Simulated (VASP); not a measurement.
# BaTiO3 (P4mm) in VASP: a series of runs

The runs below take BaTiO3 through single point, with PBEsol+U, r2SCAN, r2SCANh.

All numbers are computed with VASP 6.6.1; they aren't measurements. Logs are shortened: lines on timing, memory, paths and dates and some standing lists are left out, and cuts for length are marked.

## 1. The cell of the first run

Symmetry: P4mm, No. 99, tetragonal system. Conventional cell: a = 4.000 Å, b = 4.000 Å, c = 4.018 Å, α = 90.00°, β = 90.00°, γ = 90.00°. Ba (site symmetry 4mm) has 12 O at 2.79 to 2.88 Å and 8 Ti at 3.45 to 3.49 Å within 3.7 Å. Within 2.5 Å of Ti (site symmetry 4mm) lie 6 O at 1.89 to 2.13 Å. O (site symmetry 2mm) has 2 Ti at 2.00 Å and 4 Ba at 2.79 to 2.88 Å and 8 O at 2.83 to 2.84 Å within 2.9 Å. Within 2.5 Å of O (site symmetry 4mm) lie 2 Ti at 1.89 to 2.13 Å.

## 2. Single point, PBEsol+U

Input file INCAR:

```
SYSTEM = BaTiO3
PREC = Accurate
ENCUT = 520
EDIFF = 1E-6
ISMEAR = -1
SIGMA = 0.05
LREAL = .FALSE.
LASPH = .TRUE.
NELM = 150
ALGO = Normal
ISIF = 2
LWAVE = .FALSE.
LCHARG = .FALSE.
LMAXMIX = 4
LDAU = .TRUE.
LDAUTYPE = 2
LDAUL = -1 2 -1
LDAUU = 0 6 0
LDAUJ = 0 0 0
LDAUPRINT = 1
GGA = PS
NBANDS = 28
```

Input file KPOINTS:

```
Automatic mesh
0
G
  7 7 7
  0 0 0
```

Input file POSCAR:

```
BaTiO3
1.0
    3.9998000000      0.0000000000      0.0000000000
    0.0000000000      3.9998000000      0.0000000000
    0.0000000000      0.0000000000      4.0180000000
Ba Ti O
1 1 3
Direct
    0.0000000000      0.0000000000      0.0000000000
    0.5000000000      0.5000000000      0.4900000000
    0.0000000000      0.5000000000      0.5170000000
    0.5000000000      0.0000000000      0.5170000000
    0.5000000000      0.5000000000      0.0190000000
```

Potentials or basis: VASP PAW PBE potentials, release 64 (Ba_sv, Ti_sv, O).

Started as:

```console
$ cat potpaw_PBE.64/Ba_sv/POTCAR potpaw_PBE.64/Ti_sv/POTCAR potpaw_PBE.64/O/POTCAR > POTCAR
$ mpirun -np 1 vasp_std > vasp.out
```

OUTCAR:

```text
SYSTEM = BaTiO3
   PREC = Accurate
   ENCUT = 520
   EDIFF = 1E-6
   ISMEAR = -1
   LREAL = .FALSE.
   LASPH = .TRUE.
   NELM = 150
   ISIF = 2
   GGA = PS

 ion  position               nearest neighbor table
   1  0.000  0.000  0.000-   3 2.79   4 2.79   3 2.79   4 2.79   5 2.83   5 2.83   5 2.83   5 2.83
                             4 2.88   3 2.88   4 2.88   3 2.88   2 3.45   2 3.45   2 3.45   2 3.45
   2  0.500  0.500  0.490-   5 1.89   4 2.00   3 2.00   4 2.00   3 2.00   5 2.13   1 3.45   1 3.45
                             1 3.45   1 3.45   1 3.49   1 3.49   1 3.49   1 3.49
   3  0.000  0.500  0.517-   2 2.00   2 2.00   1 2.79   1 2.79   1 2.88   1 2.88
   4  0.500  0.000  0.517-   2 2.00   2 2.00   1 2.79   1 2.79   1 2.88   1 2.88
   5  0.500  0.500  0.019-   2 1.89   2 2.13   1 2.83   1 2.83   1 2.83   1 2.83

  LATTYP: Found a simple tetragonal cell.
 ALAT       =     3.9998000000
 C/A-ratio  =     1.0045502275

  Lattice vectors:

 A1 = (   3.9998000000,   0.0000000000,   0.0000000000)
 A2 = (   0.0000000000,   3.9998000000,   0.0000000000)
 A3 = (   0.0000000000,   0.0000000000,   4.0180000000)

Analysis of symmetry for initial positions (statically):
=====================================================================
 Subroutine PRICEL returns:
 Original cell was already a primitive cell.

 Routine SETGRP: Setting up the symmetry group for a
 simple tetragonal supercell.

 Subroutine GETGRP returns: Found  8 space group operations
 (whereof  8 operations were pure point group operations)
 out of a pool of 16 trial point group operations.

The static configuration has the point symmetry C_4v.

Analysis of symmetry for dynamics (positions and initial velocities):
=====================================================================
 Subroutine PRICEL returns:
 Original cell was already a primitive cell.

 Routine SETGRP: Setting up the symmetry group for a
 simple tetragonal supercell.

 Subroutine GETGRP returns: Found  8 space group operations
 (whereof  8 operations were pure point group operations)
 out of a pool of 16 trial point group operations.

The dynamic configuration has the point symmetry C_4v.

 Subroutine INISYM returns: Found  8 space group operations
 (whereof  8 operations are pure point group operations),
 and found     1 'primitive' translations

----------------------------------------------------------------------------------------

                                     Primitive cell

  volume of cell :      64.2816

  direct lattice vectors                    reciprocal lattice vectors
     3.999800000  0.000000000  0.000000000     0.250012501  0.000000000  0.000000000
     0.000000000  3.999800000  0.000000000     0.000000000  0.250012501  0.000000000
     0.000000000  0.000000000  4.018000000     0.000000000  0.000000000  0.248880040

  length of vectors
     3.999800000  3.999800000  4.018000000     0.250012501  0.250012501  0.248880040

  position of ions in fractional coordinates (direct lattice)
     0.000000000  0.000000000  0.000000000
     0.500000000  0.500000000  0.490000000
     0.000000000  0.500000000  0.517000000
     0.500000000  0.000000000  0.517000000
     0.500000000  0.500000000  0.019000000

  ion indices of the primitive-cell ions
   primitive index   ion index
                 1           1
                 2           2
                 3           3
                 4           4
                 5           5

----------------------------------------------------------------------------------------
[... 59 lines left out ...]
   NGXF,Y,Z  is equivalent  to a cutoff of  24.94, 24.94, 24.83 a.u.
 SYSTEM =  BaTiO3
   PREC   = accura    normal or accurate (medium, high low for compatibility)
   ISTART =      0    job   : 0-new  1-cont  2-samecut
   ICHARG =      2    charge: 1-file 2-atom 10-const
   ISPIN  =      1    spin polarized calculation?
   LNONCOLLINEAR =      F non collinear calculations
   LSORBIT =      F    spin-orbit coupling
   LASPH  =      T    aspherical Exc in radial PAW
   ENCUT  =  520.0 eV  38.22 Ry    6.18 a.u.   7.44  7.44  7.47*2*pi/ulx,y,z
   NELM   =    150;   NELMIN=  2; NELMDL= -5     # of ELM steps
   EDIFF  = 0.1E-05   stopping-criterion for ELM
   LREAL  =      F    real-space projection
   EDIFFG = 0.1E-04   stopping-criterion for IOM
   NSW    =      0    number of steps for IOM
   IBRION =     -1    ionic relax: 0-MD 1-quasi-New 2-CG
   NFREE  =      0    steps in history (QN), initial steepest desc. (CG)
   ISIF   =      2    stress and relaxation
   ISYM   =      2    0-nonsym 1-usesym 2-fastsym
   POTIM  = 0.5000    time-step for ionic-motion
   TEBEG  =    0.0;   TEEND  =   0.0 temperature during run
   PSTRESS=    0.0 pullay stress
   NELECT =      40.0000    total number of electrons
   NUPDOWN=      -1.0000    fix difference up-down
   EMIN   =  10.00;   EMAX   =-10.00  energy-range for DOS
   EFERMI =   0.00;   METHOD = LEGACY
[... 16 lines left out ...]
   AEXX    =    0.0000 exact exchange contribution
   IVDW    =     0    specifies the selected vdW correction
   LEPSILON=     F    determine dielectric tensor
   LRPA    =     F    only Hartree local field effects (RPA)
 non-spin polarized calculation
  energy-cutoff  :      520.00
  volume of cell :       64.28
 maximum number of plane-waves:      1755
 NGX is ok and might be reduce to    30
   NGX = 15   NGY = 15   NGZ = 15

atom =   2  type =  2  l = 2

 onsite density matrix

spin component  1

  0.0942  0.0000  0.0000 -0.0000 -0.0000
  0.0000  0.1002  0.0000 -0.0000 -0.0000
  0.0000  0.0000  0.2393 -0.0000 -0.0000
 -0.0000 -0.0000 -0.0000  0.1002  0.0000
 -0.0000 -0.0000 -0.0000  0.0000  0.2306

spin component  2

  0.0942  0.0000  0.0000 -0.0000 -0.0000
  0.0000  0.1002  0.0000 -0.0000 -0.0000
  0.0000  0.0000  0.2393 -0.0000 -0.0000
 -0.0000 -0.0000 -0.0000  0.1002  0.0000
 -0.0000 -0.0000 -0.0000  0.0000  0.2306

 occupancies and eigenvectors

  o =  0.0942  v =  1.0000  0.0000  0.0000  0.0000  0.0000  0.0000  0.0000  0.0000  0.0000  0.0000      0.0000  0.0000  0.0000  0.0000  0.0000  0.0000  0.0000  0.0000  0.0000  0.0000
  o =  0.0942  v =  0.0000  0.0000  0.0000  0.0000  0.0000  1.0000  0.0000  0.0000  0.0000  0.0000      0.0000  0.0000  0.0000  0.0000  0.0000  0.0000  0.0000  0.0000  0.0000  0.0000
  o =  0.1002  v =  0.0000 -0.0000  0.0000 -1.0000  0.0000  0.0000  0.0000  0.0000  0.0000  0.0000      0.0000  0.0000  0.0000  0.0000  0.0000  0.0000  0.0000  0.0000  0.0000  0.0000
  o =  0.1002  v =  0.0000  0.0000  0.0000  0.0000  0.0000  0.0000 -0.0000  0.0000 -1.0000  0.0000      0.0000  0.0000  0.0000  0.0000  0.0000  0.0000  0.0000  0.0000  0.0000  0.0000
  o =  0.1002  v =  0.0000  0.0000  0.0000  0.0000  0.0000  0.0000 -1.0000 -0.0000  0.0000 -0.0000      0.0000  0.0000  0.0000  0.0000  0.0000  0.0000  0.0000  0.0000  0.0000  0.0000
  o =  0.1002  v =  0.0000 -1.0000 -0.0000  0.0000 -0.0000  0.0000  0.0000  0.0000  0.0000  0.0000      0.0000  0.0000  0.0000  0.0000  0.0000  0.0000  0.0000  0.0000  0.0000  0.0000
  o =  0.2306  v =  0.0000  0.0000  0.0000  0.0000  0.0000  0.0000 -0.0000 -0.0000  0.0000  1.0000      0.0000  0.0000  0.0000  0.0000  0.0000  0.0000  0.0000  0.0000  0.0000  0.0000
  o =  0.2306  v =  0.0000 -0.0000 -0.0000  0.0000  1.0000  0.0000  0.0000  0.0000  0.0000  0.0000      0.0000  0.0000  0.0000  0.0000  0.0000  0.0000  0.0000  0.0000  0.0000  0.0000
  o =  0.2393  v =  0.0000 -0.0000 -1.0000 -0.0000 -0.0000  0.0000  0.0000  0.0000  0.0000  0.0000      0.0000  0.0000  0.0000  0.0000  0.0000  0.0000  0.0000  0.0000  0.0000  0.0000
  o =  0.2393  v =  0.0000  0.0000  0.0000  0.0000  0.0000  0.0000 -0.0000 -1.0000 -0.0000 -0.0000      0.0000  0.0000  0.0000  0.0000  0.0000  0.0000  0.0000  0.0000  0.0000  0.0000

 number of electron      39.9999977 magnetization

 Free energy of the ion-electron system (eV)
  ---------------------------------------------------
  ext. energy  EPLUGINS =         0.00000000
  ---------------------------------------------------
  free energy    TOTEN  =       -37.98807009 eV

  energy without entropy =      -37.98807009  energy(sigma->0) =      -37.98807009

 E-fermi :   5.0484     XC(G=0): -11.5097

 val. band max:        3.8110311619   @ k =   0.4286   0.4286   0.4286
 cond. band min:       6.3758961219   @ k =   0.0000   0.0000   0.0000
 fundamental gap:      2.5648649601
 Fermi energy:         5.0484238179

 k-point     1 :       0.0000    0.0000    0.0000
  band No.  band energies     occupation
      1     -54.0580      2.00000
      2     -30.3347      2.00000
      3     -30.3085      2.00000
      4     -30.3085      2.00000
      5     -20.9030      2.00000
      6     -13.0237      2.00000
[... 733 lines left out ...]
     27      12.1929      0.00000
     28      12.6560      0.00000

 [... further k-points ...]

------------------------ aborting loop because EDIFF is reached ----------------------------------------

  FORCE on cell =-STRESS in cart. coord.  units (eV):
  Direction    XX          YY          ZZ          XY          YZ          ZX
  --------------------------------------------------------------------------------------
  -------------------------------------------------------------------------------------
  Total        1.0209604      1.0209604      1.6052907      0.0000000      0.0000000      0.0000000
  in kB       25.4467901     25.4467901     40.0108501      0.0000000      0.0000000      0.0000000
  external PRESSURE =      30.3014768 kB  Pullay stress =       0.0000000 kB

 VOLUME and BASIS-vectors are now :
 -----------------------------------------------------------------------------
  energy-cutoff  :      520.00
  volume of cell :       64.28
      direct lattice vectors                 reciprocal lattice vectors
     3.999800000  0.000000000  0.000000000     0.250012501  0.000000000  0.000000000
     0.000000000  3.999800000  0.000000000     0.000000000  0.250012501  0.000000000
     0.000000000  0.000000000  4.018000000     0.000000000  0.000000000  0.248880040

 POSITION                                       TOTAL-FORCE (eV/Angst)
 -----------------------------------------------------------------------------------
      0.00000      0.00000      0.00000         0.000000     -0.000000      0.044554
      1.99990      1.99990      1.96882        -0.000000     -0.000000      0.741267
      0.00000      1.99990      2.07731        -0.000000      0.000000     -0.138937
      1.99990      0.00000      2.07731        -0.000000     -0.000000     -0.138937
      1.99990      1.99990      0.07634        -0.000000      0.000000     -0.507948
 -----------------------------------------------------------------------------------
    total drift:                                0.000000      0.000000      0.000032

  FREE ENERGIE OF THE ION-ELECTRON SYSTEM (eV)
  ---------------------------------------------------
  free  energy   TOTEN  =       -37.9880700879 eV

  energy  without entropy=      -37.9880700879  energy(sigma->0) =      -37.98807009
```

It took 42 s on 1 thread of Intel Xeon Platinum 8488C (Sapphire Rapids), shared host; peak memory 0.22 GiB.

Results:

```
Free energy            : -37.9881 eV
Pressure               : 3.0 GPa
Largest force          : 0.741 eV/Å
Band gap on the k mesh : 2.56 eV (least direct gap 2.78 eV)
```

Forces in eV/Å, atoms in the order of the input:
```
Ba   0.000  0.000  0.045
Ti   0.000  0.000  0.741
O    0.000  0.000 -0.139
O    0.000  0.000 -0.139
O    0.000  0.000 -0.508
```

Stress tensor (GPa, compression positive):
```
2.54 0.00 0.00
0.00 2.54 0.00
0.00 0.00 4.00
```

Levels at points of the mesh, in eV from the valence-band top:
```csv
k point,band 18,band 19,band 20,band 21,band 22,band 23
"(0.00, 0.00, 0.00)",-0.25,-0.22,-0.22,2.56,2.70,2.70
```

Eigenvalues of the final occupation matrices:
```
    site  spin  trace               eigenvalues
site 2 d     1   0.76  0.09 0.10 0.10 0.23 0.24
site 2 d     2   0.76  0.09 0.10 0.10 0.23 0.24
```

Caveat: the cell stands under pressure; the PAW data sets were made with another functional, which shifts forces and pressure a little; spin-orbit coupling is left out, which moves the levels of the heavy elements. A k mesh can miss the band edges.

(Part 1 of 2 ends here.)
